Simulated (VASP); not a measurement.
# TaVN2 (P4/mmm) in VASP: further runs, part 2 of 2

VASP 6.6.1. Earlier steps stand in the parts before.

### 4 Single point, PBEsol, collinear spin, ferromagnetic start

This run uses another cell than the first one, of 10.59 Å³/atom, 1.082 times its volume.

Input file INCAR:

```
PREC = Accurate ; ENCUT = 520
EDIFF = 1E-6 ; ISMEAR = -1
SIGMA = 0.05 ; LREAL = False
LASPH = True ; NELM = 150
ALGO = Normal ; ISIF = 2
LWAVE = False ; LCHARG = False
ISPIN = 2 ; MAGMOM = 0 2 0 0
LORBIT = 11 ; LMAXMIX = 4
GGA = PS ; NBANDS = 29
```

Input file KPOINTS:

```
Automatic mesh
0
Gamma
  9 9 6
```

Input file POSCAR:

```
TaVN2
1.0
    3.1096834999      0.0000000000      0.0000000000
    0.0000000000      3.1096834999      0.0000000000
    0.0000000000      0.0000000000      4.3803199011
Ta V N
1 1 2
Direct
    0.0000000000      0.0000000000      0.0000000000
    0.5000000000      0.5000000000      0.5000000000
    0.5000000000      0.5000000000      0.0000000000
    0.0000000000      0.0000000000      0.5000000000
```

Potentials or basis: VASP PAW PBE potentials, release 64 (Ta_pv, V_sv, N).

The run is started by

```bash
cat potpaw_PBE.64/Ta_pv/POTCAR potpaw_PBE.64/V_sv/POTCAR potpaw_PBE.64/N/POTCAR > POTCAR
mpirun -np 1 vasp_std > vasp.out
```

OUTCAR:

```text
PREC = Accurate
   ENCUT = 520
   EDIFF = 1E-6
   ISMEAR = -1
   LREAL = False
   LASPH = True
   NELM = 150
   ISIF = 2
   ISPIN = 2
   LORBIT = 11
   GGA = PS

 ion  position               nearest neighbor table
   1  0.000  0.000  0.000-   4 2.19   4 2.19   3 2.20   3 2.20   3 2.20   3 2.20   2 3.10   2 3.10
                             2 3.10   2 3.10   2 3.10   2 3.10   2 3.10   2 3.10
   2  0.500  0.500  0.500-   3 2.19   3 2.19   4 2.20   4 2.20   4 2.20   4 2.20   1 3.10   1 3.10
                             1 3.10   1 3.10   1 3.10   1 3.10   1 3.10   1 3.10
   3  0.500  0.500  0.000-   2 2.19   2 2.19   1 2.20   1 2.20   1 2.20   1 2.20
   4  0.000  0.000  0.500-   1 2.19   1 2.19   2 2.20   2 2.20   2 2.20   2 2.20

  LATTYP: Found a simple tetragonal cell.
 ALAT       =     3.1096834999
 C/A-ratio  =     1.4086063425

  Lattice vectors:

 A1 = (   3.1096834999,   0.0000000000,   0.0000000000)
 A2 = (   0.0000000000,   3.1096834999,   0.0000000000)
 A3 = (   0.0000000000,   0.0000000000,   4.3803199011)

Analysis of symmetry for initial positions (statically):
=====================================================================
 Subroutine PRICEL returns:
 Original cell was already a primitive cell.

 Routine SETGRP: Setting up the symmetry group for a
 simple tetragonal supercell.

 Subroutine GETGRP returns: Found 16 space group operations
 (whereof 16 operations were pure point group operations)
 out of a pool of 16 trial point group operations.

The static configuration has the point symmetry D_4h.

Analysis of symmetry for dynamics (positions and initial velocities):
=====================================================================
 Subroutine PRICEL returns:
 Original cell was already a primitive cell.

 Routine SETGRP: Setting up the symmetry group for a
 simple tetragonal supercell.

 Subroutine GETGRP returns: Found 16 space group operations
[... 162 lines left out ...]
  ---------------------------------------------------
  ext. energy  EPLUGINS =         0.00000000
  ---------------------------------------------------
  free energy    TOTEN  =       -43.52175779 eV

  energy without entropy =      -43.49865588  energy(sigma->0) =      -43.51020684

 E-fermi :   9.3032     XC(G=0): -13.1601

 val. band max:        9.2979847127   @ k =   0.3333   0.1111   0.3333
 cond. band min:       9.3121431038   @ k =   0.3333   0.2222   0.1667
 fundamental gap:      0.0141583911
 Fermi energy:         9.3032240650

 spin component 1

 k-point     1 :       0.0000    0.0000    0.0000
  band No.  band energies     occupation
      1     -56.0003      1.00000
      2     -29.9732      1.00000
      3     -29.9289      1.00000
      4     -29.9289      1.00000
      5     -26.7144      1.00000
      6     -26.5739      1.00000
[... 757 lines left out ...]
     28      19.7373      0.00000
     29      20.2721      0.00000

 [... further k-points ...]

 spin component 2

 k-point     1 :       0.0000    0.0000    0.0000
  band No.  band energies     occupation
      1     -54.8066      1.00000
      2     -28.8205      1.00000
      3     -28.8205      1.00000
      4     -28.6718      1.00000
      5     -26.7603      1.00000
      6     -26.5991      1.00000
[... 757 lines left out ...]
     28      19.9172      0.00000
     29      20.6294      0.00000

 [... further k-points ...]
[... 5 lines left out ...]
  --------------------------------------------------------------------------------------
  -------------------------------------------------------------------------------------
  Total       -6.3985156     -6.3985156     -6.5521756      0.0000000      0.0000000     -0.0000000
  in kB     -242.0201946   -242.0201946   -247.8322972      0.0000000      0.0000000     -0.0000000
  external PRESSURE =    -243.9575621 kB  Pullay stress =       0.0000000 kB

 VOLUME and BASIS-vectors are now :
 -----------------------------------------------------------------------------
  energy-cutoff  :      520.00
  volume of cell :       42.36
      direct lattice vectors                 reciprocal lattice vectors
     3.109683500  0.000000000  0.000000000     0.321576135  0.000000000  0.000000000
     0.000000000  3.109683500  0.000000000     0.000000000  0.321576135  0.000000000
     0.000000000  0.000000000  4.380319901     0.000000000  0.000000000  0.228293828

 POSITION                                       TOTAL-FORCE (eV/Angst)
 -----------------------------------------------------------------------------------
      0.00000      0.00000      0.00000         0.000000      0.000000      0.000000
      1.55484      1.55484      2.19016         0.000000      0.000000      0.000000
      1.55484      1.55484      0.00000         0.000000      0.000000      0.000000
      0.00000      0.00000      2.19016         0.000000      0.000000      0.000000
 -----------------------------------------------------------------------------------
    total drift:                                0.000000     -0.000000     -0.000000

  FREE ENERGIE OF THE ION-ELECTRON SYSTEM (eV)
  ---------------------------------------------------
  free  energy   TOTEN  =       -43.5217577903 eV

  energy  without entropy=      -43.4986558813  energy(sigma->0) =      -43.51020684

 total charge

# of ion       s       p       d       tot
------------------------------------------
    1        0.285   6.231   2.309   8.825
    2        2.190   6.185   3.092  11.467
    3        1.223   2.488   0.000   3.711
    4        1.224   2.447   0.000   3.671
--------------------------------------------------
tot          4.921  17.351   5.401  27.673

 magnetization (x)

# of ion       s       p       d       tot
------------------------------------------
    1        0.002  -0.001  -0.057  -0.056
    2        0.008   0.007   1.177   1.192
    3        0.000   0.012   0.000   0.012
    4        0.000   0.011   0.000   0.011
--------------------------------------------------
tot          0.010   0.028   1.120   1.159
```

stdout:

```text
POSCAR found type information on POSCAR TaV N
 POSCAR found :  3 types and       4 ions
 scaLAPACK will be used
 -----------------------------------------------------------------------------
|                                                                             |
|                                                                             |
|     You enforced a specific xc type in the INCAR file but a different       |
|     I HOPE YOU KNOW WHAT YOU ARE DOING!                                     |
|                                                                             |
 -----------------------------------------------------------------------------

 LDA part: xc-table for (Slater+PW92), standard interpolation
 POSCAR, INCAR and KPOINTS ok, starting setup
 FFT: planning ... GRIDC
 FFT: planning ... GRID_SOFT
 FFT: planning ... GRID
 WAVECAR not read
 entering main loop
```

It took 2.5 min on 1 thread of Intel Xeon Platinum 8259CL at 2.50GHz (Skylake/Cascade Lake), shared host; peak memory 0.25 GiB.

Results:

| Property | Result |
| --- | --- |
| Free energy | -43.5218 eV |
| Pressure | -24.4 GPa |
| Net moment | 1.25 μB per cell |
| Site moments | Ta -0.06; V +1.19; N +0.01 μB |
| Valence electrons inside the program's atomic spheres | Ta 8.82; V 11.47; N 3.71, 3.67 |

Stress tensor (GPa, compression positive):
```
-24.20   0.00   0.00
  0.00 -24.20   0.00
  0.00   0.00 -24.78
```

Levels at points of the mesh, in eV from the Fermi level:
Spin up:
```csv
k point,band 15,band 16,band 17,band 18,band 19,band 20
"(0.00, 0.00, 0.00)",-2.71,-2.71,-1.73,-1.73,-1.66,-0.48
"(0.00, 0.00, 0.50)",-3.89,-3.76,-2.62,-0.28,0.09,0.09
```
Spin down:
```
           k point  band 14  band 15  band 16  band 17  band 18  band 19  band 20  band 21
(0.00, 0.00, 0.00)    -2.69    -2.69    -2.67    -1.03    -1.03    -0.92     0.13     0.22
(0.00, 0.00, 0.50)    -3.88    -3.88    -3.77    -1.76     0.48     1.17     1.36     1.36
```

Caveat: the PAW data sets were made with another functional, which shifts forces and pressure a little; spin-orbit coupling is left out, which moves the levels of the heavy elements. With open d or f shells a metallic result of PBEsol can be an artefact of self-interaction; +U or a hybrid may open a gap.

### 5 Single point, PBE, collinear spin, ferromagnetic start

This run uses another cell than the first one, of 10.39 Å³/atom, 1.061 times its volume.

Input file INCAR:

```
  PREC = Accurate
  ENCUT = 520
  EDIFF = 1E-6
  ISMEAR = -1
  SIGMA = 0.05
  LREAL = F
  LASPH = T
  NELM = 150
  ALGO = Normal
  ISIF = 2
  LWAVE = F
  LCHARG = T
  ISPIN = 2
  MAGMOM = 0 2 0 0
  LORBIT = 11
  LMAXMIX = 4
  GGA = PE
  LELF = T
  LVHAR = T
  NBANDS = 29
```

Input file KPOINTS:

```
regular mesh
0
Gamma
  9 9 6
```

Input file POSCAR:

```
TaVN2
1.0
    3.0900014315      0.0000000000      0.0000000000
    0.0000000000      3.0900014315      0.0000000000
    0.0000000000      0.0000000000      4.3525956147
Ta V N
1 1 2
Direct
    0.0000000000      0.0000000000      0.0000000000
    0.5000000000      0.5000000000      0.5000000000
    0.5000000000      0.5000000000      0.0000000000
    0.0000000000      0.0000000000      0.5000000000
```

The run is started by

```bash
cat potpaw_PBE.64/Ta_pv/POTCAR potpaw_PBE.64/V_sv/POTCAR potpaw_PBE.64/N/POTCAR > POTCAR
mpirun -np 1 vasp_std > vasp.out
```

Wall time 74 s (1 thread of Intel Xeon Platinum 8488C (Sapphire Rapids), shared host); peak memory 0.25 GiB.

The run converged. Its results:

| Item | Value |
| --- | --- |
| Free energy | -41.2128 eV |
| Pressure | -10.6 GPa |
| Net moment | 1.33 μB per cell |
| Site moments | Ta -0.07; V +1.27; N +0.02 μB |
| Valence electrons inside the program's atomic spheres | Ta 8.85; V 11.49; N 3.75, 3.71 |

Stress tensor (GPa, compression positive):
```
-10.57   0.00   0.00
  0.00 -10.57   0.00
  0.00   0.00 -10.77
```

Levels at points of the mesh, in eV from the Fermi level:
Spin up:
```tsv
k point	band 14	band 15	band 16	band 17	band 18	band 19	band 20	band 21
(0.00, 0.00, 0.00)	-2.79	-2.76	-2.76	-1.79	-1.79	-1.69	-0.42	-0.21
(0.00, 0.00, 0.50)	-3.94	-3.94	-3.82	-2.68	-0.21	0.04	0.04	1.25
```
Spin down:
| k point | band 15 | band 16 | band 17 | band 18 | band 19 | band 20 |
| --- | --- | --- | --- | --- | --- | --- |
| (0.00, 0.00, 0.00) | -2.75 | -2.72 | -1.00 | -1.00 | -0.89 | 0.19 |
| (0.00, 0.00, 0.50) | -3.95 | -3.83 | -1.74 | 0.55 | 1.23 | 1.48 |

Caveat: spin-orbit coupling is left out, which moves the levels of the heavy elements.

### 6 Single point, PBE, collinear spin, ferromagnetic start

This run uses another cell than the first one, of 10.59 Å³/atom, 1.082 times its volume.

Input file INCAR:

```
SYSTEM = TaVN2
PREC = Accurate
ENCUT = 520
EDIFF = 1E-6
ISMEAR = -1
SIGMA = 0.05
LREAL = .FALSE.
LASPH = .TRUE.
NELM = 150
ALGO = Normal
ISIF = 2
LWAVE = .FALSE.
LCHARG = .TRUE.
ISPIN = 2
MAGMOM = 0 2 0 0
LORBIT = 11
LMAXMIX = 4
GGA = PE
LELF = .TRUE.
LVHAR = .TRUE.
NBANDS = 29
```

Input file KPOINTS:

```
regular mesh
0
G
  9 9 6
  0 0 0
```

Input file POSCAR:

```
TaVN2
1.0
    3.1096834999      0.0000000000      0.0000000000
    0.0000000000      3.1096834999      0.0000000000
    0.0000000000      0.0000000000      4.3803199011
Ta V N
1 1 2
Direct
    0.0000000000      0.0000000000      0.0000000000
    0.5000000000      0.5000000000      0.5000000000
    0.5000000000      0.5000000000      0.0000000000
    0.0000000000      0.0000000000      0.5000000000
```

Potentials or basis: VASP PAW PBE potentials, release 64 (Ta_pv, V_sv, N).

The run is started by

```bash
cat potpaw_PBE.64/Ta_pv/POTCAR potpaw_PBE.64/V_sv/POTCAR potpaw_PBE.64/N/POTCAR > POTCAR
mpirun -np 1 vasp_std > vasp.out
```

It took 79 s on 1 thread of Intel Xeon Platinum 8488C (Sapphire Rapids), shared host; peak memory 0.25 GiB.

It converged, with:

```
Free energy                                           : -41.1492 eV
Pressure                                              : -15.0 GPa
Net moment                                            : 1.42 μB per cell
Site moments                                          : Ta -0.07; V +1.36; N +0.02, +0.01 μB
Valence electrons inside the program's atomic spheres : Ta 8.81; V 11.46; N 3.73, 3.70
```

Stress tensor (GPa, compression positive):
```
-14.96   0.00   0.00
  0.00 -14.96   0.00
  0.00   0.00 -15.23
```

Levels at points of the mesh, in eV from the Fermi level:
Spin up:
```csv
k point,band 14,band 15,band 16,band 17,band 18,band 19,band 20,band 21,band 22,band 23
"(0.00, 0.00, 0.00)",-2.73,-2.70,-2.70,-1.75,-1.75,-1.67,-0.40,-0.20,1.49,1.92
"(0.00, 0.00, 0.50)",-3.86,-3.86,-3.73,-2.63,-0.19,0.02,0.02,1.22,1.66,2.35
```
Spin down:
```
           k point  band 13  band 14  band 15  band 16  band 17  band 18  band 19  band 20  band 21  band 22
(0.00, 0.00, 0.00)    -3.91    -2.69    -2.69    -2.67    -0.93    -0.93    -0.76     0.23     0.33     1.63
(0.00, 0.00, 0.50)    -3.95    -3.86    -3.86    -3.74    -1.57     0.61     1.19     1.55     1.55     2.23
```

Caveat: spin-orbit coupling is left out, which moves the levels of the heavy elements. With open d or f shells a metallic result of PBE can be an artefact of self-interaction; +U or a hybrid may open a gap.

### 7 Summary

| level | cell | gap on the mesh (eV) | pressure (GPa) | moment (μB) |
| --- | --- | --- | --- | --- |
| PBEsol | a = 3.029, b = 3.029, c = 4.267 Å, 4 atoms | none | -5.6 | 0.00 |
| PBEsol | a = 3.070, b = 3.070, c = 4.325 Å, 4 atoms | none | -15.6 | 1.04 |
| PBEsol | a = 3.110, b = 3.110, c = 4.380 Å, 4 atoms | none | -24.4 | 1.25 |
| PBE | a = 3.090, b = 3.090, c = 4.353 Å, 4 atoms | none | -10.6 | 1.33 |
| PBE | a = 3.110, b = 3.110, c = 4.380 Å, 4 atoms | none | -15.0 | 1.42 |

Alike in all rows: task single point; potentials or basis VASP PAW PBE potentials, release 64 (Ta_pv, V_sv, N); spin collinear, ferromagnetic start; k mesh 9 × 9 × 6; cutoff (eV) 520; smearing fermi-dirac 0.05 eV.

Caveats: spin-orbit coupling is left out, which moves the levels of the heavy elements; the PAW data sets were made with another functional, which shifts forces and pressure a little (some runs).

Absolute energies hang on the potentials; compare differences alone.
